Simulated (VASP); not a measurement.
Crystal: Sb.

```xyz
1
Lattice="-1.5660 1.5660 2.6937 1.5660 -1.5660 2.6937 1.5660 1.5660 -2.6937" Properties=species:S:1:pos:R:3 pbc="T T T"
Sb    0.0000    0.0000    0.0000
```

This cell differs from its parent crystal: volume scaled by 0.98.

Base run:

```yaml
Program: VASP 6.6.1
Functional: PBEsol
Potentials_or_basis: VASP PAW PBE potentials, release 64 (Sb)
Cutoff: 520 eV
k_mesh: 12 × 12 × 12
Occupations: fermi-dirac, width 0.05 eV
Spin: no spin polarisation
```

Its results: pressure 0.1 GPa.

The run is repeated on the same cell with these changes: functional from PBEsol to r2SCAN. What comes out?

Pressure 2.5 GPa.

Caveats: the PAW data sets were made with another functional, which shifts forces and pressure a little.
